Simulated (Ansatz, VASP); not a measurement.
**One calculation of RbBi, two programs**

```
Rb Bi
1.0
     4.68527    0.00000    0.00000
     0.00000    4.68527    0.00000
     0.00000    0.00000    3.85888
Rb Bi
1 1
Direct
  0.50000 0.50000 0.51296
  0.00000 0.00000 0.00000
```

Change from the starting cell: all Rb atoms moved +0.050 Å, as atom 1 along Cartesian [0 0 1].

Alike in both runs: task single point; functional LDA; k mesh 10 × 10 × 12; occupations gaussian, width 0.15 eV; no spin polarisation.

|  | VASP | Ansatz |
| --- | --- | --- |
| version | VASP 6.6.1 | Ansatz 0.2.0 |
| potentials or method | VASP PAW LDA potentials, release 64 (Rb_sv, Bi_d), cutoff 520 eV | scalar-relativistic, plane waves, PAW |
| valence electrons in the cell | 24 | 24 |

|  | VASP | Ansatz | Ansatz less VASP |
| --- | --- | --- | --- |
| gap on the k mesh at the Fermi level (eV) | none | none | - |
| pressure (GPa) | -2.5 | -2.5 | +0.01 |
| traceless stress, the component that is largest in VASP (GPa) | -0.97 | -0.97 | +0.004 |
| rms of the force components (eV/Å) | 0.027 | 0.027 | -0.0002 |

LDA's correlation is that of Perdew and Zunger in VASP and of Perdew and Wang (1992) in Ansatz. Atom by atom the forces differ by 0.000 eV/Å (rms over components). A gap of «none» marks a metal or a gap that the smearing closes.

Spin-orbit coupling is off throughout.
